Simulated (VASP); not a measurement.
# Zr4Cl (Pm-3m) in VASP: further runs, part 2 of 2

VASP 6.6.1. Earlier steps stand in the parts before.

**3. Relaxation of cell and atoms, PBE**

File INCAR:

```
SYSTEM = Zr4Cl
PREC = Accurate
ENCUT = 600
EDIFF = 1E-7
ISMEAR = 0
SIGMA = 0.1
LREAL = .False.
LASPH = .True.
NELM = 60
ALGO = Fast
ISIF = 3
LWAVE = .False.
LCHARG = .False.
GGA = PE
IBRION = 2
NSW = 100
EDIFFG = -0.01
```

File KPOINTS:

```
regular mesh
0
Gamma
  8 8 8
  0 0 0
```

File POSCAR:

```
Zr4Cl
1.0
    4.8288199961      0.0000000000      0.0000000000
    0.0000000000      4.8288199961      0.0000000000
    0.0000000000      0.0000000000      4.8288199961
Zr Cl
4 1
Direct
    0.5000000000      0.0000000000      0.0000000000
    0.0000000000      0.5000000000      0.0000000000
    0.0000000000      0.0000000000      0.5000000000
    0.5000000000      0.5000000000      0.5000000000
    0.0000000000      0.0000000000      0.0000000000
```

Potentials or basis: VASP PAW PBE potentials, release 64 (Zr_sv, Cl).

Run with:

```bash
$ cat potpaw_PBE.64/Zr_sv/POTCAR potpaw_PBE.64/Cl/POTCAR > POTCAR
$ mpirun -np 1 vasp_std > vasp.out
```

OUTCAR:

```text
SYSTEM = Zr4Cl
   PREC = Accurate
   ENCUT = 600
   EDIFF = 1E-7
   ISMEAR = 0
   LREAL = .False.
   LASPH = .True.
   NELM = 60
   ISIF = 3
   GGA = PE
   IBRION = 2
   NSW = 100
   EDIFFG = -0.01

 ion  position               nearest neighbor table
   1  0.500  0.000  0.000-   5 2.41   5 2.41   4 3.41   2 3.41   3 3.41   4 3.41   2 3.41   4 3.41
                             4 3.41   2 3.41   3 3.41   3 3.41   3 3.41   2 3.41
   2  0.000  0.500  0.000-   5 2.41   5 2.41   4 3.41   1 3.41   3 3.41   4 3.41   1 3.41   3 3.41
                             3 3.41   3 3.41   1 3.41   4 3.41   4 3.41   1 3.41
   3  0.000  0.000  0.500-   5 2.41   5 2.41   4 3.41   1 3.41   1 3.41   2 3.41   2 3.41   2 3.41
                             4 3.41   2 3.41   1 3.41   4 3.41   1 3.41   4 3.41
   4  0.500  0.500  0.500-   1 3.41   2 3.41   3 3.41   1 3.41   2 3.41   1 3.41   3 3.41   1 3.41
                             2 3.41   3 3.41   2 3.41   3 3.41
   5  0.000  0.000  0.000-   1 2.41   2 2.41   3 2.41   3 2.41   2 2.41   1 2.41

  LATTYP: Found a simple cubic cell.
 ALAT       =     4.8288199961

  Lattice vectors:

 A1 = (   4.8288199961,   0.0000000000,   0.0000000000)
 A2 = (   0.0000000000,   4.8288199961,   0.0000000000)
 A3 = (   0.0000000000,   0.0000000000,   4.8288199961)
[... 185 lines left out ...]

------------------------ aborting loop because EDIFF is reached ----------------------------------------

  FORCE on cell =-STRESS in cart. coord.  units (eV):
  Direction    XX          YY          ZZ          XY          YZ          ZX
  --------------------------------------------------------------------------------------
  -------------------------------------------------------------------------------------
  Total        0.1846856      0.1846856      0.1846856      0.0000000     -0.0000000      0.0000000
  in kB        2.6279707      2.6279707      2.6279707      0.0000000     -0.0000000      0.0000000
  external PRESSURE =       2.6279707 kB  Pullay stress =       0.0000000 kB
[... 65 lines left out ...]
--------------------------------------- Ionic step        3  -------------------------------------------

 number of electron      55.0000001 magnetization

 Free energy of the ion-electron system (eV)
  ---------------------------------------------------
  ext. energy  EPLUGINS =         0.00000000
  ---------------------------------------------------
  free energy    TOTEN  =       -36.61186851 eV

  energy without entropy =      -36.60049814  energy(sigma->0) =      -36.60618332

 E-fermi :   8.6936     XC(G=0): -10.8561

 val. band max:        8.6585233162   @ k =   0.5000   0.5000   0.3750
 cond. band min:       8.7058258286   @ k =   0.5000   0.1250   0.0000
 fundamental gap:      0.0473025124
 Fermi energy:         8.6936331272

 k-point     1 :       0.0000    0.0000    0.0000
  band No.  band energies     occupation
      1     -40.5391      2.00000
      2     -40.4478      2.00000
      3     -40.4478      2.00000
      4     -40.4476      2.00000
      5     -19.0110      2.00000
      6     -19.0110      2.00000
[... 853 lines left out ...]
     32       9.9931      0.00000
     33      10.1437      0.00000

 [... further k-points ...]
[... 5 lines left out ...]
  --------------------------------------------------------------------------------------
  -------------------------------------------------------------------------------------
  Total        0.0011453      0.0011453      0.0011453      0.0000000     -0.0000000      0.0000000
  in kB        0.0162571      0.0162571      0.0162571      0.0000000     -0.0000000      0.0000000
  external PRESSURE =       0.0162571 kB  Pullay stress =       0.0000000 kB
[... 20 lines left out ...]
  FREE ENERGIE OF THE ION-ELECTRON SYSTEM (eV)
  ---------------------------------------------------
  free  energy   TOTEN  =       -36.6118685064 eV

  energy  without entropy=      -36.6004981364  energy(sigma->0) =      -36.60618332

 reached required accuracy - stopping structural energy minimisation
```

OSZICAR:

```text
N       E                     dE             d eps       ncg     rms          rms(c)
DAV:   1     0.609810983573E+03    0.60981E+03   -0.31102E+04  2310   0.180E+03
DAV:   2     0.150310678256E+02   -0.59478E+03   -0.58700E+03  2618   0.495E+02
DAV:   3    -0.346252857462E+02   -0.49656E+02   -0.49129E+02  3746   0.109E+02
[... 54 lines left out ...]
RMM:   8    -0.366118666004E+02   -0.13666E-05   -0.10621E-05  3448   0.120E-02    0.420E-03
RMM:   9    -0.366118676082E+02   -0.10079E-05   -0.45344E-06  3017   0.745E-03    0.319E-03
RMM:  10    -0.366118684263E+02   -0.81801E-06   -0.18873E-06  2836   0.621E-03    0.115E-03
RMM:  11    -0.366118684725E+02   -0.46271E-07   -0.11549E-06  2217   0.419E-03    0.452E-04
RMM:  12    -0.366118685064E+02   -0.33837E-07   -0.73836E-07  2100   0.337E-03
   3 F= -.36611869E+02 E0= -.36606183E+02  d E =-.222583E-03
```

CONTCAR:

```text
Zr4Cl
   1.00000000000000
     4.8327051859327153    0.0000000000000000    0.0000000000000000
     0.0000000000000000    4.8327051859327153    0.0000000000000000
    -0.0000000000000000   -0.0000000000000000    4.8327051859327153
  Zr              Cl
     4     1
Direct
     0.5000000000000000    0.0000000000000000    0.0000000000000000
     0.0000000000000000    0.5000000000000000    0.0000000000000000
     0.0000000000000000    0.0000000000000000    0.5000000000000000
     0.5000000000000000    0.5000000000000000    0.5000000000000000
     0.0000000000000000    0.0000000000000000    0.0000000000000000

  0.00000000E+00  0.00000000E+00  0.00000000E+00
  0.00000000E+00  0.00000000E+00  0.00000000E+00
  0.00000000E+00  0.00000000E+00  0.00000000E+00
  0.00000000E+00  0.00000000E+00  0.00000000E+00
  0.00000000E+00  0.00000000E+00  0.00000000E+00
```

Wall time 13 min (1 thread of Oxide Virtual Turin-like, shared host); peak memory 0.3 GiB.

Results:

```
Free energy                           : -36.6119 eV
Relaxed volume                        : 22.57 Å³/atom
Relaxed cell                          : a = 4.833 Å, b = 4.833 Å, c = 4.833 Å, α = 90.00°, β = 90.00°, γ = 90.00°
Space group after relaxing (to 0.1 Å) : Pm-3m (No. 221)
Energy gained by relaxing             : 0.0 meV/atom
Ionic steps                           : 3
Pressure after relaxing               : 0.0 GPa
Band gap on the k mesh                : zero (an odd number of electrons rules out a gap without spin polarisation)
```

The path:
```csv
step,energy change (eV),largest force (eV/Å),pressure (GPa),volume (Å³)
1,0.0000,0.0000,0.26,112.60
2,0.0001,0.0000,-0.31,113.20
3,-0.0002,0.0000,0.00,112.87
```

Final structure:
```yaml
crystal:
  lattice:
    - [4.83271, 0.00000, 0.00000]
    - [0.00000, 4.83271, 0.00000]
    - [0.00000, 0.00000, 4.83271]
  atoms:
    - { symbol: Zr, position: [0.50000, 0.00000, 0.00000] }
    - { symbol: Zr, position: [0.00000, 0.50000, 0.00000] }
    - { symbol: Zr, position: [0.00000, 0.00000, 0.50000] }
    - { symbol: Zr, position: [0.50000, 0.50000, 0.50000] }
    - { symbol: Cl, position: [0.00000, 0.00000, 0.00000] }
```

Caveat: an odd number of electrons without spin polarisation forces a metal; a magnetic or distorted state may lie lower.

The gap in the log of VASP goes by the Fermi energy; the results here count the filled bands.